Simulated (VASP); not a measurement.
# BAs (F-43m) in VASP: further runs

Runs on BAs. Level: r2SCAN+rVV10. Tasks: single point.

All numbers are computed with VASP 6.6.1; they aren't measurements. Logs are shortened: lines on timing, memory, paths and dates and some standing lists are left out, and cuts for length are marked.

**1. The cell of the first run**

The structure is cubic, space group F-43m (No. 216). Conventional cell: a = 4.777 Å, b = 4.777 Å, c = 4.777 Å, α = 90.00°, β = 90.00°, γ = 90.00°. As (site symmetry -43m) has 4 B at 2.07 Å within 2.7 Å. Within 2.7 Å of B (site symmetry -43m) lie 4 As at 2.07 Å.

**2. Single point, r2SCAN+rVV10**

Contents of POSCAR:

```
BAs
1.0
    0.0000000000      2.3885000000      2.3885000000
    2.3885000000      0.0000000000      2.3885000000
    2.3885000000      2.3885000000      0.0000000000
As B
1 1
Direct
    0.7500000000      0.7500000000      0.7500000000
    0.0000000000      0.0000000000      0.0000000000
```

Contents of INCAR.step1:

```
SYSTEM = BAs
PREC = Accurate
ENCUT = 520
ISMEAR = -1
SIGMA = 0.05
LREAL = .False.
LASPH = .True.
NELM = 100
NBANDS = 11
GGA = PE
ALGO = Normal
EDIFF = 1E-4
LWAVE = .True.
LCHARG = .False.
```

Contents of INCAR.step2:

```
SYSTEM = BAs
PREC = Accurate
ENCUT = 520
EDIFF = 1E-6
ISMEAR = -1
SIGMA = 0.05
LREAL = .False.
LASPH = .True.
NELM = 100
ALGO = Normal
ISIF = 2
LWAVE = .False.
LCHARG = .False.
METAGGA = R2SCAN
LMIXTAU = .True.
LUSE_VDW = .True.
IVDW_NL = 2
BPARAM = 11.95
CPARAM = 0.0093
NBANDS = 11
ISTART = 1
```

Contents of KPOINTS:

```
regular mesh
0
Gamma
  10 10 10
  0 0 0
```

Potentials or basis: VASP PAW PBE potentials, release 64 (As, B).

Command:

```console
$ cat potpaw_PBE.64/As/POTCAR potpaw_PBE.64/B/POTCAR > POTCAR
$ cp INCAR.step1 INCAR
$ mpirun -np 1 vasp_std > vasp.out
$ cp INCAR.step2 INCAR
$ mpirun -np 1 vasp_std > vasp.out
```

OUTCAR:

```text
SYSTEM = BAs
   PREC = Accurate
   ENCUT = 520
   EDIFF = 1E-6
   ISMEAR = -1
   LREAL = .False.
   LASPH = .True.
   NELM = 100
   ISIF = 2
   METAGGA = R2SCAN
   IVDW_NL = 2
   BPARAM = 11.95
   ISTART = 1

 ion  position               nearest neighbor table
   1  0.750  0.750  0.750-   2 2.07   2 2.07   2 2.07   2 2.07
   2  0.000  0.000  0.000-   1 2.07   1 2.07   1 2.07   1 2.07

  LATTYP: Found a face centered cubic cell.
 ALAT       =     4.7770000000

  Lattice vectors:

 A1 = (   0.0000000000,   2.3885000000,   2.3885000000)
 A2 = (   2.3885000000,   0.0000000000,   2.3885000000)
 A3 = (   2.3885000000,   2.3885000000,   0.0000000000)

Analysis of symmetry for initial positions (statically):
=====================================================================
 Subroutine PRICEL returns:
 Original cell was already a primitive cell.

 Routine SETGRP: Setting up the symmetry group for a
 face centered cubic supercell.

 Subroutine GETGRP returns: Found 24 space group operations
 (whereof 24 operations were pure point group operations)
 out of a pool of 48 trial point group operations.

The static configuration has the point symmetry T_d .

Analysis of symmetry for dynamics (positions and initial velocities):
=====================================================================
 Subroutine PRICEL returns:
 Original cell was already a primitive cell.

 Routine SETGRP: Setting up the symmetry group for a
 face centered cubic supercell.

 Subroutine GETGRP returns: Found 24 space group operations
 (whereof 24 operations were pure point group operations)
 out of a pool of 48 trial point group operations.

The dynamic configuration has the point symmetry T_d .

 Subroutine INISYM returns: Found 24 space group operations
 (whereof 24 operations are pure point group operations),
 and found     1 'primitive' translations

----------------------------------------------------------------------------------------

                                     Primitive cell

  volume of cell :      27.2525

  direct lattice vectors                    reciprocal lattice vectors
     0.000000000  2.388500000  2.388500000    -0.209336404  0.209336404  0.209336404
     2.388500000  0.000000000  2.388500000     0.209336404 -0.209336404  0.209336404
     2.388500000  2.388500000  0.000000000     0.209336404  0.209336404 -0.209336404

  length of vectors
     3.377849094  3.377849094  3.377849094     0.362581287  0.362581287  0.362581287

  position of ions in fractional coordinates (direct lattice)
     0.750000000  0.750000000  0.750000000
     0.000000000  0.000000000  0.000000000

  ion indices of the primitive-cell ions
   primitive index   ion index
                 1           1
                 2           2

----------------------------------------------------------------------------------------

 KPOINTS: regular mesh

Automatic generation of k-mesh.
 Grid dimensions read from file:
 generate k-points for:   10   10   10

 Generating k-lattice:

  Cartesian coordinates                     Fractional coordinates (reciprocal lattice)
    -0.020933640  0.020933640  0.020933640     0.100000000  0.000000000  0.000000000
     0.020933640 -0.020933640  0.020933640     0.000000000  0.100000000  0.000000000
     0.020933640  0.020933640 -0.020933640     0.000000000  0.000000000  0.100000000

  Length of vectors
     0.036258129  0.036258129  0.036258129

  Shift w.r.t. Gamma in fractional coordinates (k-lattice)
     0.000000000  0.000000000  0.000000000

 Subroutine IBZKPT returns following result:
 ===========================================

 Found     47 irreducible k-points:

 Following reciprocal coordinates:
            Coordinates               Weight
  0.000000  0.000000  0.000000      1.000000
  0.100000  0.000000  0.000000      8.000000
  0.200000  0.000000  0.000000      8.000000
  0.300000  0.000000  0.000000      8.000000
  0.400000  0.000000  0.000000      8.000000
  0.500000  0.000000  0.000000      4.000000
[... 16 lines left out ...]
  0.300000  0.300000  0.000000      6.000000
  0.400000  0.300000  0.000000     24.000000
 [... further k-points ...]
   k-points           NKPTS =     47   k-points in BZ     NKDIM =     47   number of bands    NBANDS=     11
   number of dos      NEDOS =    301   number of ions     NIONS =      2
   total plane-waves  NPLWV =  21952
   dimension x,y,z NGX =    28 NGY =   28 NGZ =   28
   dimension x,y,z NGXF=    56 NGYF=   56 NGZF=   56
   ions per type =               1   1
   NGX,Y,Z   is equivalent  to a cutoff of  13.78, 13.78, 13.78 a.u.
   NGXF,Y,Z  is equivalent  to a cutoff of  27.56, 27.56, 27.56 a.u.
 SYSTEM =  BAs
   PREC   = accura    normal or accurate (medium, high low for compatibility)
   ISTART =      1    job   : 0-new  1-cont  2-samecut
   ICHARG =      0    charge: 1-file 2-atom 10-const
   ISPIN  =      1    spin polarized calculation?
   LNONCOLLINEAR =      F non collinear calculations
   LSORBIT =      F    spin-orbit coupling
   LASPH  =      T    aspherical Exc in radial PAW
   ENCUT  =  520.0 eV  38.22 Ry    6.18 a.u.   6.28  6.28  6.28*2*pi/ulx,y,z
   NELM   =    100;   NELMIN=  2; NELMDL=  0     # of ELM steps
   EDIFF  = 0.1E-05   stopping-criterion for ELM
   LREAL  =      F    real-space projection
   EDIFFG = 0.1E-04   stopping-criterion for IOM
   NSW    =      0    number of steps for IOM
   IBRION =     -1    ionic relax: 0-MD 1-quasi-New 2-CG
   NFREE  =      0    steps in history (QN), initial steepest desc. (CG)
   ISIF   =      2    stress and relaxation
   ISYM   =      2    0-nonsym 1-usesym 2-fastsym
   POTIM  = 0.5000    time-step for ionic-motion
   TEBEG  =    0.0;   TEEND  =   0.0 temperature during run
   PSTRESS=    0.0 pullay stress
   NELECT =       8.0000    total number of electrons
   NUPDOWN=      -1.0000    fix difference up-down
   EMIN   =  10.00;   EMAX   =-10.00  energy-range for DOS
   EFERMI =   0.00;   METHOD = LEGACY
   ISMEAR =    -1;   SIGMA  =   0.05  broadening in eV -4-tet -1-fermi 0-gaus
   EFERMI_NEDOS =   21; number of points for ismear=-14 and -15
   IALGO  =     38    algorithm
   IMIX   =      4    mixing-type and parameters
     AMIX     =   0.40;   BMIX     =  1.00
     AMIX_MAG =   1.60;   BMIX_MAG =  1.00
  volume/ion in A,a.u.               =      13.63        91.95
  Fermi-wavevector in a.u.,A,eV,Ry     =   1.088018  2.056057 16.106360  1.183784
  Thomas-Fermi vector in A             =   2.224191
   LORBIT       =      0    0 simple, 1 ext, 2 COOP (PROOUT), +10 PAW based schemes
   METAGGA = R2SCAN    functional components
   LHFCALC =     F    Hartree Fock is set to
   AEXX    =    0.0000 exact exchange contribution
   IVDW_NL    =     2    kernel type
   BPARAM     =11.9500
   IVDW    =     0    specifies the selected vdW correction
   LEPSILON=     F    determine dielectric tensor
   LRPA    =     F    only Hartree local field effects (RPA)
 non-spin polarized calculation
  energy-cutoff  :      520.00
  volume of cell :       27.25
 maximum number of plane-waves:       754
 NGX is ok and might be reduce to    28
   NGX = 13   NGY = 13   NGZ = 13

 number of electron       8.0000000 magnetization

 Free energy of the ion-electron system (eV)
  ---------------------------------------------------
  ext. energy  EPLUGINS =         0.00000000
  ---------------------------------------------------
  free energy    TOTEN  =       -22.13920910 eV

  energy without entropy =      -22.13920908  energy(sigma->0) =      -22.13920909

 E-fermi :   6.6749     XC(G=0): -11.1703

 val. band max:        6.0252037847   @ k =   0.0000   0.0000   0.0000
 cond. band min:       7.3592509582   @ k =   0.4000   0.4000   0.0000
 fundamental gap:      1.3340471734
 Fermi energy:         6.6749304802

 k-point     1 :       0.0000    0.0000    0.0000
  band No.  band energies     occupation
      1     -10.1440      2.00000
      2       6.0252      2.00000
      3       6.0252      2.00000
      4       6.0252      2.00000
      5       9.4627      0.00000
      6       9.4627      0.00000
      7       9.4627      0.00000
      8      11.1729      0.00000
      9      16.3179      0.00000
     10      19.4540      0.00000
     11      19.4540      0.00000

 k-point     2 :       0.1000    0.0000    0.0000
  band No.  band energies     occupation
      1      -9.9713      2.00000
      2       4.5522      2.00000
      3       5.7027      2.00000
      4       5.7027      2.00000
      5       9.6938      0.00000
      6       9.8876      0.00000
      7       9.8876      0.00000
      8      12.0485      0.00000
      9      16.9789      0.00000
     10      18.4220      0.00000
     11      18.4220      0.00000

 k-point     3 :       0.2000    0.0000    0.0000
  band No.  band energies     occupation
      1      -9.4616      2.00000
      2       2.0626      2.00000
      3       5.0904      2.00000
      4       5.0904      2.00000
      5       9.5122      0.00000
      6      10.6531      0.00000
      7      10.6531      0.00000
      8      13.7735      0.00000
      9      17.6924      0.00000
     10      17.6924      0.00000
     11      17.9820      0.00000

 k-point     4 :       0.3000    0.0000    0.0000
  band No.  band energies     occupation
      1      -8.6525      2.00000
      2      -0.3484      2.00000
      3       4.5499      2.00000
      4       4.5499      2.00000
      5       9.2375      0.00000
      6      11.0804      0.00000
      7      11.0804      0.00000
      8      15.1350      0.00000
      9      18.0763      0.00000
     10      18.1848      0.00000
     11      18.1848      0.00000

 k-point     5 :       0.4000    0.0000    0.0000
  band No.  band energies     occupation
      1      -7.6820      2.00000
      2      -2.3244      2.00000
      3       4.2033      2.00000
      4       4.2033      2.00000
      5       9.0485      0.00000
      6      11.1063      0.00000
      7      11.1063      0.00000
      8      15.5516      0.00000
      9      18.8771      0.00000
     10      19.8223      0.00000
     11      19.8223      0.00000
[... 211 lines left out ...]
 k-point    21 :      -0.3000    0.2000    0.0000
  band No.  band energies     occupation
      1      -7.4553      2.00000
      2      -1.4047      2.00000
      3       1.1636      2.00000
      4       3.9463      2.00000
      5       9.8320      0.00000
      6      12.2979      0.00000
      7      12.6681      0.00000
      8      14.7339      0.00000
      9      17.2153      0.00000
     10      18.8187      0.00000
     11      22.2522      0.00000

 k-point    22 :      -0.2000    0.2000    0.0000
  band No.  band energies     occupation
      1      -8.3743      2.00000
      2       0.2522      2.00000
      3       1.7381      2.00000
      4       4.6462      2.00000
      5      10.2713      0.00000
      6      11.4249      0.00000
      7      12.4101      0.00000
      8      13.5582      0.00000
      9      16.3663      0.00000
     10      19.4003      0.00000
     11      21.1046      0.00000

 k-point    23 :       0.3000    0.3000    0.0000
  band No.  band energies     occupation
      1      -8.1237      2.00000
      2       0.5147      2.00000
      3       2.6469      2.00000
      4       2.6469      2.00000
      5       7.5812      0.00000
      6       9.9741      0.00000
      7      15.0109      0.00000
      8      15.0109      0.00000
      9      17.8036      0.00000
     10      21.7219      0.00000
     11      21.9939      0.00000

 k-point    24 :       0.4000    0.3000    0.0000
  band No.  band energies     occupation
      1      -7.3517      2.00000
      2      -0.8082      2.00000
      3       1.8305      2.00000
      4       2.3335      2.00000
      5       7.8991      0.00000
      6       9.6977      0.00000
      7      15.4325      0.00000
      8      15.6648      0.00000
      9      18.9555      0.00000
     10      22.5960      0.00000
     11      22.7623      0.00000

 [... further k-points ...]
[... 5 lines left out ...]
  --------------------------------------------------------------------------------------
  -------------------------------------------------------------------------------------
  Total        0.0409518      0.0409518      0.0409518      0.0000000      0.0000000      0.0000000
  in kB        2.4075667      2.4075667      2.4075667      0.0000000      0.0000000      0.0000000
  external PRESSURE =       2.4075667 kB  Pullay stress =       0.0000000 kB

 VOLUME and BASIS-vectors are now :
 -----------------------------------------------------------------------------
  energy-cutoff  :      520.00
  volume of cell :       27.25
      direct lattice vectors                 reciprocal lattice vectors
     0.000000000  2.388500000  2.388500000    -0.209336404  0.209336404  0.209336404
     2.388500000  0.000000000  2.388500000     0.209336404 -0.209336404  0.209336404
     2.388500000  2.388500000  0.000000000     0.209336404  0.209336404 -0.209336404

 POSITION                                       TOTAL-FORCE (eV/Angst)
 -----------------------------------------------------------------------------------
      3.58275      3.58275      3.58275        -0.000000     -0.000000     -0.000000
      0.00000      0.00000      0.00000         0.000000      0.000000      0.000000
 -----------------------------------------------------------------------------------
    total drift:                                0.000000      0.000000      0.000000

  FREE ENERGIE OF THE ION-ELECTRON SYSTEM (eV)
  ---------------------------------------------------
  free  energy   TOTEN  =       -22.1392091011 eV

  energy  without entropy=      -22.1392090811  energy(sigma->0) =      -22.13920909
```

It took 49 s on 1 thread of Intel Xeon 6975P-C (Granite Rapids), shared host; peak memory 0.27 GiB.

What came out:

- Free energy: -22.1392 eV
- Pressure: 0.2 GPa
- Band gap on the k mesh: 1.33 eV, indirect (least direct gap 3.44 eV)

Levels at points of the mesh, in eV from the valence-band top:
```tsv
k point	band 1	band 2	band 3	band 4	band 5	band 6	band 7	band 8	band 9
(0.00, 0.00, 0.00)	-16.17	0.00	0.00	0.00	3.44	3.44	3.44	5.15	10.29
(0.50, 0.00, 0.00)	-13.14	-9.26	-1.94	-1.94	2.96	5.04	5.04	9.52	13.58
(0.50, 0.50, 0.00)	-11.70	-9.07	-4.32	-4.32	1.57	1.65	12.16	12.16	13.85
```

Caveat: the PAW data sets were made with another functional, which shifts forces and pressure a little. A k mesh can miss the band edges.

**3. Single point, r2SCAN+rVV10**

This run uses another cell than the first one, of 13.90 Å³/atom, 1.020 times its volume.

Contents of POSCAR:

```
BAs
1.0
    0.0000000000      2.4043183418      2.4043183418
    2.4043183418      0.0000000000      2.4043183418
    2.4043183418      2.4043183418      0.0000000000
As B
1 1
Direct
    0.7500000000      0.7500000000      0.7500000000
    0.0000000000      0.0000000000      0.0000000000
```

Contents of INCAR.step1:

```
  PREC = Accurate
  ENCUT = 520
  ISMEAR = -1
  SIGMA = 0.05
  LREAL = False
  LASPH = True
  NELM = 100
  NBANDS = 11
  GGA = PE
  ALGO = Normal
  EDIFF = 1E-4
  LWAVE = True
  LCHARG = False
```

Contents of INCAR.step2:

```
  PREC = Accurate
  ENCUT = 520
  EDIFF = 1E-6
  ISMEAR = -1
  SIGMA = 0.05
  LREAL = False
  LASPH = True
  NELM = 100
  ALGO = Normal
  ISIF = 2
  LWAVE = False
  LCHARG = False
  METAGGA = R2SCAN
  LMIXTAU = True
  LUSE_VDW = True
  IVDW_NL = 2
  BPARAM = 11.95
  CPARAM = 0.0093
  NBANDS = 11
  ISTART = 1
```

Contents of KPOINTS:

```
Automatic mesh
0
Gamma
  10 10 10
```

Potentials or basis: VASP PAW PBE potentials, release 64 (As, B).

Command:

```console
$ cat potpaw_PBE.64/As/POTCAR potpaw_PBE.64/B/POTCAR > POTCAR
$ cp INCAR.step1 INCAR
$ mpirun -np 1 vasp_std > vasp.out
$ cp INCAR.step2 INCAR
$ mpirun -np 1 vasp_std > vasp.out
```

Run time: 49 s. Hardware: 1 thread of Intel Xeon 6975P-C (Granite Rapids), shared host; peak memory 0.27 GiB.

The run converged. Its results:

| Item | Value |
| --- | --- |
| Free energy | -22.1354 eV |
| Pressure | -2.5 GPa |
| Band gap on the k mesh | 1.35 eV, indirect (least direct gap 3.42 eV) |

Levels at points of the mesh, in eV from the valence-band top:
```tsv
k point	band 1	band 2	band 3	band 4	band 5	band 6	band 7	band 8	band 9
(0.00, 0.00, 0.00)	-15.98	0.00	0.00	0.00	3.42	3.42	3.42	4.88	10.18
(0.50, 0.00, 0.00)	-13.02	-9.11	-1.90	-1.90	2.84	5.02	5.02	9.47	13.42
(0.50, 0.50, 0.00)	-11.62	-8.96	-4.23	-4.23	1.60	1.67	11.96	11.96	13.66
```

Caveat: the PAW data sets were made with another functional, which shifts forces and pressure a little. A k mesh can miss the band edges.
